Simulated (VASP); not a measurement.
HfO2, 3 atoms in the cell. The structure is cubic, space group Fm-3m (No. 225). Conventional cell: a = 5.098 Å, b = 5.098 Å, c = 5.098 Å, α = 90.00°, β = 90.00°, γ = 90.00°. Hf (site symmetry m-3m) has 8 O at 2.21 Å within 2.9 Å. O (site symmetry -43m) has 4 Hf at 2.21 Å and 6 O at 2.55 Å within 2.9 Å. 

* Program: VASP 6.6.1
* Task: single point
* Functional: r2SCAN
* Potentials or basis: VASP PAW PBE potentials, release 64 (Hf_pv, O)
* Cutoff: 520 eV
* k mesh: 8 × 8 × 8
* Occupations: gaussian, width 0.02 eV
* Spin: no spin polarisation
* Dipole correction: no
* Further INCAR settings: ALGO = Normal; EDIFF = 1e-07; NBANDS = 18

Potentials or basis: VASP PAW PBE potentials, release 64 (Hf_pv, O).

The run is started by

```sh
$ cat potpaw_PBE.64/Hf_pv/POTCAR potpaw_PBE.64/O/POTCAR > POTCAR
$ cp INCAR.step1 INCAR
$ mpirun -np 1 vasp_std > vasp.out
$ cp INCAR.step2 INCAR
$ mpirun -np 1 vasp_std > vasp.out
```

Hardware: 1 thread of AMD EPYC 7R43 64-Core Processor (Zen 3), on a shared host.

Task: How long does it take, and how much memory?

Result: Wall time 3.5 min on 1 thread of AMD EPYC 7R43 64-Core Processor (Zen 3), with other jobs on the host, peak memory 0.14 GiB. Counts: k points 29.
